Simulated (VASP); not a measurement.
# C (C2/m) in VASP: single point with PBE+D3(BJ)

Aim: the single point of C with PBE+D3(BJ).

Program: VASP 6.6.1. These are calculated values, not measurements. Logs are shortened: lines on timing, memory, paths and dates and some standing lists are left out, and cuts for length are marked.

## (1) The cell of the first run

Symmetry: C2/m, No. 12, monoclinic system. The conventional cell has a = 4.269 Å, b = 2.465 Å, c = 13.496 Å, α = 90.00°, β = 93.02°, γ = 90.00°. C (site symmetry m) has 3 C at 1.42 Å within 1.9 Å. C (site symmetry m) has 3 C at 1.42 Å within 1.9 Å. Within 1.9 Å of C (site symmetry m) lie 3 C at 1.42 Å. C (site symmetry m) has 3 C at 1.42 Å within 1.9 Å.

## (2) Single point, PBE+D3(BJ) (the part above a cut slid along it)

Input file INCAR:

```
PREC = Accurate
ENCUT = 520
EDIFF = 1E-7
ISMEAR = 0
SIGMA = 0.15
LREAL = F
LASPH = T
NELM = 80
ALGO = Normal
ISIF = 2
LWAVE = F
LCHARG = F
GGA = PE
IVDW = 12
NBANDS = 26
```

Input file KPOINTS:

```
regular mesh
0
Gamma
  22 22 4
```

Input file POSCAR:

```
C
1.0
   -1.2324898335     -2.1347350114      0.0000000000
    1.2324898335     -2.1347350114      0.0000000000
    0.0000000000     -3.5577493700     13.4768657407
C
8
Direct
    0.2709041650      0.2709041650      0.8749500000
    0.6875541650      0.6875541650      0.3749500000
   -0.1041208350     -0.1041208350      0.1249500000
   -0.5207708350     -0.5207708350      0.6249500000
   -0.0624291683     -0.0624291683      0.8749500000
    0.3542208317      0.3542208317      0.3749500000
    0.2292124983      0.2292124983      0.1249500000
   -0.1874375017     -0.1874375017      0.6249500000
```

Potentials or basis: VASP PAW PBE potentials, release 64 (C).

Started as:

```sh
cat potpaw_PBE.64/C/POTCAR > POTCAR
mpirun -np 1 vasp_std > vasp.out
```

OUTCAR:

```text
PREC = Accurate
   ENCUT = 520
   EDIFF = 1E-7
   ISMEAR = 0
   LREAL = F
   LASPH = T
   NELM = 80
   ISIF = 2
   GGA = PE
   IVDW = 12
 IVDW          = 12

 ion  position               nearest neighbor table
   1  0.271  0.271  0.875-   5 1.42   5 1.42   5 1.42
   2  0.688  0.688  0.375-   6 1.42   6 1.42   6 1.42
   3  0.896  0.896  0.125-   7 1.42   7 1.42   7 1.42
   4  0.479  0.479  0.625-   8 1.42   8 1.42   8 1.42
   5  0.938  0.938  0.875-   1 1.42   1 1.42   1 1.42
   6  0.354  0.354  0.375-   2 1.42   2 1.42   2 1.42
   7  0.229  0.229  0.125-   3 1.42   3 1.42   3 1.42
   8  0.813  0.813  0.625-   4 1.42   4 1.42   4 1.42

  LATTYP: Found a base centered monoclinic cell.
 ALAT       =     4.2694700228
 B/A-ratio  =     0.5773502692
 C/A-ratio  =     3.1609651226
 COS(beta)  =    -0.0527370577

  Lattice vectors:

 A1 = (  -1.2324898335,  -2.1347350114,   0.0000000000)
 A2 = (   1.2324898335,  -2.1347350114,   0.0000000000)
 A3 = (   0.0000000000,   0.7117206528,  13.4768657407)

Analysis of symmetry for initial positions (statically):
=====================================================================
 Subroutine PRICEL returns:
 Original cell was already a primitive cell.

 Routine SETGRP: Setting up the symmetry group for a
 base centered monoclinic supercell.

 Subroutine GETGRP returns: Found  4 space group operations
 (whereof  2 operations were pure point group operations)
 out of a pool of  4 trial point group operations.

The static configuration has the point symmetry C_1h.
 The point group associated with its full space group is C_2h.

Analysis of symmetry for dynamics (positions and initial velocities):
=====================================================================
 Subroutine PRICEL returns:
 Original cell was already a primitive cell.

 Routine SETGRP: Setting up the symmetry group for a
 base centered monoclinic supercell.

 Subroutine GETGRP returns: Found  4 space group operations
 (whereof  2 operations were pure point group operations)
 out of a pool of  4 trial point group operations.

The dynamic configuration has the point symmetry C_1h.
 The point group associated with its full space group is C_2h.

 Subroutine INISYM returns: Found  4 space group operations
 (whereof  2 operations are pure point group operations),
 and found     1 'primitive' translations

----------------------------------------------------------------------------------------

                                     Primitive cell

  volume of cell :      70.9163

  direct lattice vectors                    reciprocal lattice vectors
    -1.232489834 -2.134735011  0.000000000    -0.405682860 -0.234221108 -0.061831884
     1.232489834 -2.134735011  0.000000000     0.405682860 -0.234221108 -0.061831884
     0.000000000 -3.557749370 13.476865741     0.000000000  0.000000000  0.074201229

  length of vectors
     2.464979667  2.464979667 13.938561288     0.472505335  0.472505335  0.074201229

  position of ions in fractional coordinates (direct lattice)
     0.270904165  0.270904165  0.874950000
     0.687554165  0.687554165  0.374950000
     0.895879165  0.895879165  0.124950000
     0.479229165  0.479229165  0.624950000
     0.937570832  0.937570832  0.874950000
     0.354220832  0.354220832  0.374950000
     0.229212498  0.229212498  0.124950000
     0.812562498  0.812562498  0.624950000

  ion indices of the primitive-cell ions
   primitive index   ion index
                 1           1
                 2           2
                 3           3
                 4           4
                 5           5
                 6           6
                 7           7
                 8           8

----------------------------------------------------------------------------------------

 KPOINTS: regular mesh

Automatic generation of k-mesh.
 Grid dimensions read from file:
 generate k-points for:   22   22    4

 Generating k-lattice:

  Cartesian coordinates                     Fractional coordinates (reciprocal lattice)
    -0.018440130 -0.010646414 -0.002810540     0.045454545  0.000000000  0.000000000
     0.018440130 -0.010646414 -0.002810540     0.000000000  0.045454545  0.000000000
     0.000000000  0.000000000  0.018550307     0.000000000  0.000000000  0.250000000

  Length of vectors
     0.021477515  0.021477515  0.018550307

  Shift w.r.t. Gamma in fractional coordinates (k-lattice)
     0.000000000  0.000000000  0.000000000

 Subroutine IBZKPT returns following result:
 ===========================================

 Found    519 irreducible k-points:

 Following reciprocal coordinates:
            Coordinates               Weight
  0.000000  0.000000  0.000000      1.000000
  0.045455  0.000000  0.000000      4.000000
  0.090909  0.000000  0.000000      4.000000
  0.136364 -0.000000 -0.000000      4.000000
  0.181818  0.000000  0.000000      4.000000
  0.227273 -0.000000 -0.000000      4.000000
[... 16 lines left out ...]
  0.500000  0.045455 -0.000000      4.000000
 -0.454545  0.045455  0.000000      4.000000
 [... further k-points ...]
   k-points           NKPTS =    519   k-points in BZ     NKDIM =    519   number of bands    NBANDS=     26
   number of dos      NEDOS =    301   number of ions     NIONS =      8
   total plane-waves  NPLWV =  34992
   dimension x,y,z NGX =    18 NGY =   18 NGZ =  108
   dimension x,y,z NGXF=    36 NGYF=   36 NGZF=  216
   ions per type =               8
   NGX,Y,Z   is equivalent  to a cutoff of  12.14, 12.14, 12.88 a.u.
   NGXF,Y,Z  is equivalent  to a cutoff of  24.28, 24.28, 25.76 a.u.
 SYSTEM =  unknown system
   PREC   = accura    normal or accurate (medium, high low for compatibility)
   ISTART =      0    job   : 0-new  1-cont  2-samecut
   ICHARG =      2    charge: 1-file 2-atom 10-const
   ISPIN  =      1    spin polarized calculation?
   LNONCOLLINEAR =      F non collinear calculations
   LSORBIT =      F    spin-orbit coupling
   LASPH  =      T    aspherical Exc in radial PAW
   ENCUT  =  520.0 eV  38.22 Ry    6.18 a.u.   4.58  4.58 25.92*2*pi/ulx,y,z
   NELM   =     80;   NELMIN=  2; NELMDL= -5     # of ELM steps
   EDIFF  = 0.1E-06   stopping-criterion for ELM
   LREAL  =      F    real-space projection
   EDIFFG = 0.1E-05   stopping-criterion for IOM
   NSW    =      0    number of steps for IOM
   IBRION =     -1    ionic relax: 0-MD 1-quasi-New 2-CG
   NFREE  =      0    steps in history (QN), initial steepest desc. (CG)
   ISIF   =      2    stress and relaxation
   ISYM   =      2    0-nonsym 1-usesym 2-fastsym
   POTIM  = 0.5000    time-step for ionic-motion
   TEBEG  =    0.0;   TEEND  =   0.0 temperature during run
   PSTRESS=    0.0 pullay stress
   NELECT =      32.0000    total number of electrons
   NUPDOWN=      -1.0000    fix difference up-down
   EMIN   =  10.00;   EMAX   =-10.00  energy-range for DOS
   EFERMI =   0.00;   METHOD = LEGACY
   ISMEAR =     0;   SIGMA  =   0.15  broadening in eV -4-tet -1-fermi 0-gaus
   EFERMI_NEDOS =   21; number of points for ismear=-14 and -15
   IALGO  =     38    algorithm
   IMIX   =      4    mixing-type and parameters
     AMIX     =   0.40;   BMIX     =  1.00
     AMIX_MAG =   1.60;   BMIX_MAG =  1.00
  volume/ion in A,a.u.               =       8.86        59.82
  Fermi-wavevector in a.u.,A,eV,Ry     =   1.255672  2.372875 21.452459  1.576711
  Thomas-Fermi vector in A             =   2.389417
   LORBIT       =      0    0 simple, 1 ext, 2 COOP (PROOUT), +10 PAW based schemes
   GGA     = PE    functional components
   LHFCALC =     F    Hartree Fock is set to
   AEXX    =    0.0000 exact exchange contribution
   IVDW    =    12    specifies the selected vdW correction
   LEPSILON=     F    determine dielectric tensor
   LRPA    =     F    only Hartree local field effects (RPA)
 non-spin polarized calculation
 Gauss-broadening in eV      SIGMA  =   0.15
  energy-cutoff  :      520.00
  volume of cell :       70.92
 maximum number of plane-waves:      1940
   NGX =  9   NGY =  9   NGZ = 51

 number of electron      31.9999999 magnetization

 Free energy of the ion-electron system (eV)
  ---------------------------------------------------
  ext. energy  EPLUGINS =         0.00000000
  ---------------------------------------------------
  free energy    TOTEN  =       -73.68533950 eV

  energy without entropy =      -73.68425760  energy(sigma->0) =      -73.68479855

 E-fermi :   4.6712     XC(G=0): -10.2922

 val. band max:        4.5790928590   @ k =  -0.3182   0.3636   0.2500
 cond. band min:       4.7654378864   @ k =  -0.3636   0.3182  -0.0000
 fundamental gap:      0.1863450274
 Fermi energy:         4.6712476458

 k-point     1 :       0.0000    0.0000    0.0000
  band No.  band energies     occupation
      1     -15.0051      2.00000
      2     -14.8646      2.00000
      3     -14.8642      2.00000
      4     -14.7144      2.00000
      5      -3.8540      2.00000
      6      -2.9852      2.00000
[... 18 lines left out ...]
     25      13.0077      0.00000
     26      13.0117      0.00000

 k-point     2 :       0.0455    0.0000    0.0000
  band No.  band energies     occupation
      1     -14.9555      2.00000
      2     -14.8240      2.00000
      3     -14.8069      2.00000
      4     -14.6662      2.00000
      5      -3.7927      2.00000
      6      -2.9815      2.00000
[... 18 lines left out ...]
     25      13.2102      0.00000
     26      13.2233      0.00000

 k-point     3 :       0.0909    0.0000    0.0000
  band No.  band energies     occupation
      1     -14.8070      2.00000
      2     -14.6858      2.00000
      3     -14.6518      2.00000
      4     -14.5218      2.00000
      5      -3.6092      2.00000
      6      -2.8612      2.00000
[... 18 lines left out ...]
     25      13.8059      0.00000
     26      13.8246      0.00000

 k-point     4 :       0.1364   -0.0000   -0.0000
  band No.  band energies     occupation
      1     -14.5600      2.00000
      2     -14.4500      2.00000
      3     -14.3999      2.00000
      4     -14.2816      2.00000
      5      -3.3048      2.00000
      6      -2.6237      2.00000
[... 18 lines left out ...]
     25      14.5960      0.00000
     26      14.7551      0.00000

 k-point     5 :       0.1818    0.0000    0.0000
  band No.  band energies     occupation
      1     -14.2154      2.00000
      2     -14.1172      2.00000
      3     -14.0521      2.00000
      4     -13.9463      2.00000
      5      -2.8817      2.00000
      6      -2.2708      2.00000
[... 18 lines left out ...]
     25      13.7189      0.00000
     26      13.8385      0.00000

 k-point     6 :       0.2273   -0.0000   -0.0000
  band No.  band energies     occupation
      1     -13.7746      2.00000
      2     -13.6885      2.00000
      3     -13.6098      2.00000
      4     -13.5172      2.00000
      5      -2.3441      2.00000
      6      -2.2001      2.00000
[... 427 lines left out ...]
 k-point    21 :       0.4091    0.0455   -0.0000
  band No.  band energies     occupation
      1     -11.4725      2.00000
      2     -11.4426      2.00000
      3     -11.3144      2.00000
      4     -11.2824      2.00000
      5      -6.3573      2.00000
      6      -6.3494      2.00000
[... 18 lines left out ...]
     25      13.6694      0.00000
     26      14.2162      0.00000

 k-point    22 :       0.4545    0.0455    0.0000
  band No.  band energies     occupation
      1     -10.6510      2.00000
      2     -10.6316      2.00000
      3     -10.5026      2.00000
      4     -10.4821      2.00000
      5      -7.4584      2.00000
      6      -7.4434      2.00000
[... 18 lines left out ...]
     25      14.7148      0.00000
     26      15.0645      0.00000

 k-point    23 :       0.5000    0.0455   -0.0000
  band No.  band energies     occupation
      1      -9.8423      2.00000
      2      -9.8299      2.00000
      3      -9.7196      2.00000
      4      -9.7080      2.00000
      5      -8.3901      2.00000
      6      -8.3701      2.00000
[... 18 lines left out ...]
     25      15.8369      0.00000
     26      15.9995      0.00000

 k-point    24 :      -0.4545    0.0455    0.0000
  band No.  band energies     occupation
      1      -9.8497      2.00000
      2      -9.8193      2.00000
      3      -9.7307      2.00000
      4      -9.7001      2.00000
      5      -8.3852      2.00000
      6      -8.3766      2.00000
[... 18 lines left out ...]
     25      15.6595      0.00000
     26      16.2429      0.00000

 [... further k-points ...]

------------------------ aborting loop because EDIFF is reached ----------------------------------------

 Edisp (eV)   -1.24435

 E8    (eV) :    -0.3524

  FORCE on cell =-STRESS in cart. coord.  units (eV):
  Direction    XX          YY          ZZ          XY          YZ          ZX
  --------------------------------------------------------------------------------------
  -------------------------------------------------------------------------------------
  Total       0.26193     0.30095     0.10674     0.00000    -0.10167     0.00000
  in kB       5.91773     6.79924     2.41144     0.00000    -2.29706     0.00000
  external pressure =        5.04 kB  Pullay stress =        0.00 kB

 VOLUME and BASIS-vectors are now :
 -----------------------------------------------------------------------------
  energy-cutoff  :      520.00
  volume of cell :       70.92
      direct lattice vectors                 reciprocal lattice vectors
    -1.232489834 -2.134735011  0.000000000    -0.405682860 -0.234221108 -0.061831884
     1.232489834 -2.134735011  0.000000000     0.405682860 -0.234221108 -0.061831884
     0.000000000 -3.557749370 13.476865741     0.000000000  0.000000000  0.074201229

 POSITION                                       TOTAL-FORCE (eV/Angst)
 -----------------------------------------------------------------------------------
      0.00000     -4.26947     11.79158         0.000000      0.010084     -0.022691
      0.00000     -4.26947      5.05315         0.000000     -0.000164     -0.000810
      0.00000     -4.26947      1.68393         0.000000     -0.010084      0.022691
      0.00000     -4.26947      8.42237         0.000000      0.000164      0.000810
      0.00000     -7.11578     11.79158         0.000000      0.018188     -0.014202
      0.00000     -2.84631      5.05315         0.000000     -0.000404      0.000329
      0.00000     -1.42316      1.68393         0.000000     -0.018188      0.014202
      0.00000     -5.69263      8.42237         0.000000      0.000404     -0.000329
 -----------------------------------------------------------------------------------
    total drift:                               -0.000000      0.000001     -0.000002

  FREE ENERGIE OF THE ION-ELECTRON SYSTEM (eV)
  ---------------------------------------------------
  free  energy   TOTEN  =       -74.9296919766 eV

  energy  without entropy=      -74.9286100822  energy(sigma->0) =      -74.92915103
```

Wall time 6.5 min (1 thread of Intel Xeon 6975P-C (Granite Rapids), shared host); peak memory 0.66 GiB.

Results:

```
Free energy                : -74.9297 eV
Pressure                   : 0.5 GPa
Largest force              : 0.025 eV/Å
Dispersion energy per atom : -0.156 eV
```

Forces in eV/Å, atoms in the order of the input:
```
C    0.000  0.010 -0.023
C    0.000  0.000 -0.001
C    0.000 -0.010  0.023
C    0.000  0.000  0.001
C    0.000  0.018 -0.014
C    0.000  0.000  0.000
C    0.000 -0.018  0.014
C    0.000  0.000  0.000
```

Stress tensor (GPa, compression positive):
```
 0.59  0.00  0.00
 0.00  0.68 -0.23
 0.00 -0.23  0.24
```

Caveat: the cell differs from its parent crystal (the part above a cut slid along it).
